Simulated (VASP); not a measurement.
A run of VASP 6.6.1 is set up as follows.

INCAR

```
ALGO = Normal
EDIFF = 1E-7
EDIFFG = -0.01
ENCUT = 600
GGA = PE
IBRION = 2
ISIF = 3
ISMEAR = 0
LASPH = True
LCHARG = False
LREAL = False
LWAVE = False
NELM = 60
NSW = 80
PREC = Accurate
SIGMA = 0.1
```

The input KPOINTS:

```
k-points
0
Gamma
  3 3 1
```

File POSCAR:

```
C
1.0
    1.2280479700     -2.1270618200      0.0000000000
    1.2280479700      2.1270618200      0.0000000000
    0.0000000000      0.0000000000      7.1732677600
C
4
Direct
    0.0833794600      0.9166205400      0.7531376000
    0.5833794600      0.4166205400      0.2468624000
    0.9166205400      0.0833794600      0.2468624000
    0.4166205400      0.5833794600      0.7531376000
```

Potentials or basis: VASP PAW PBE potentials, release 64 (C).

Run with:

```bash
$ cat potpaw_PBE.64/C/POTCAR > POTCAR
$ mpirun -np 1 vasp_std > vasp.out
```

(1) Predict the relaxed volume.

(2) What does it give for the relaxed cell?

Answers

(1) 8.72 Å³/atom.

(2) a = 2.471 Å, b = 2.471 Å, c = 6.572 Å, α = 90.00°, β = 90.00°, γ = 119.67°.

Caveat: the k points lie up to 0.98 Å⁻¹ apart in the final cell; this functional lacks dispersion, which binds the layers, so the pressure and a relaxed spacing across them are unreliable.
